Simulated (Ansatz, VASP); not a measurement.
## V: VASP beside Ansatz

INCAR

```
SYSTEM = V
ALGO = Normal
EDIFF = 1E-6
EDIFFG = -0.01
ENCUT = 600
GGA = PS
IBRION = 2
ISIF = 3
ISMEAR = 0
LASPH = .TRUE.
LCHARG = .FALSE.
LREAL = .FALSE.
LWAVE = .FALSE.
NELM = 100
NSW = 80
PREC = Accurate
SIGMA = 0.1
```

Contents of KPOINTS:

```
k-points
0
G
  20 20 20
  0 0 0
```

POSCAR

```
V
1.0
    0.0000000000      1.8862124168      1.8862124168
    1.8862124168      0.0000000000      1.8862124168
    1.8862124168      1.8862124168      0.0000000000
V
1
Direct
    0.0000000000      0.0000000000      0.0000000000
```

Input for Ansatz:

```yaml
crystal:
  lattice:
    - [0.0, 1.8862124168, 1.8862124168]
    - [1.8862124168, 0.0, 1.8862124168]
    - [1.8862124168, 1.8862124168, 0.0]
  atoms:
    - { symbol: V, position: [0.0, 0.0, 0.0] }
basis:
  ecutwfc: 420
kpoints:
  mp_grid: { grid: [20, 20, 20] }
hamiltonian:
  xc: pbesol
scf:
  occupations: { method: gaussian, width: 0.1 }
output:
  forces: true
  stress: true
  eigenvalues: true
relax:
  adjacent_minimum: "off"
  f_tol: 0.01
  max_steps: 60
  cell: { stress_tol: 0.1 }
```

Alike in both runs: task relaxation of cell and atoms; functional PBEsol; k mesh 20 × 20 × 20; occupations gaussian, width 0.1 eV; no spin polarisation.

|  | VASP | Ansatz |
| --- | --- | --- |
| version | VASP 6.6.1 | Ansatz 0.2.0 |
| potentials or method | VASP PAW PBE potentials, release 64 (V_sv), cutoff 600 eV | scalar-relativistic, plane waves, PAW |
| valence electrons in the cell | 13 | 13 |

Ansatz gave:

* gap on the k mesh at the Fermi level, each at its own relaxed structure (eV): none
* relaxed volume (Å³/atom): 13.38
* relaxed cell length with the largest relative difference (Å): 2.665

Task: What did VASP give for the same quantities?

Result: gap on the k mesh at the Fermi level, each at its own relaxed structure (eV): none; relaxed volume (Å³/atom): 13.40; relaxed cell length with the largest relative difference (Å): 2.666.

VASP's potentials were made for PBE, not for PBEsol. A gap of «none» marks a metal or a gap that the smearing closes.
